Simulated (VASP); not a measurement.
Input of a VASP 6.6.1 run:

INCAR

```
PREC = Accurate
ENCUT = 520
EDIFF = 1E-6
ISMEAR = -1
SIGMA = 0.1
LREAL = F
LASPH = T
NELM = 100
ALGO = Normal
ISIF = 2
LWAVE = F
LCHARG = T
LELF = T
LVHAR = T
NBANDS = 12
```

The input KPOINTS:

```
Automatic mesh
0
Gamma
  18 18 5
```

Contents of POSCAR:

```
Be
1.0
    2.1575941605      0.0000000000      0.0000000000
   -1.0787970803      1.8685313540      0.0000000000
    0.0000000000      0.0000000000      6.8812226348
Be
4
Direct
    1.0000000000      0.0000000000      0.0000000000
    1.0000000000      0.0000000000      0.5000000000
    0.3333333333      0.6666666667      0.2500000000
    0.6666666667      0.3333333333      0.7500000000
```

Potentials or basis: VASP PAW LDA potentials, release 64 (Be).

Command:

```console
$ cat potpaw_LDA.64/Be/POTCAR > POTCAR
$ mpirun -np 1 vasp_std > vasp.out
```

**Question.** Predict the pressure.

**Answer.** 13.1 GPa.

**Question.** What does it give for the band gap on the k mesh?

**Answer.** Zero (bands 4 and 5 overlap by 1.49 eV).

Stress tensor (GPa, compression positive):
```
12.20  0.00  0.00
 0.00 12.20  0.00
 0.00  0.00 14.85
```

Caveat: the cell stands under pressure.
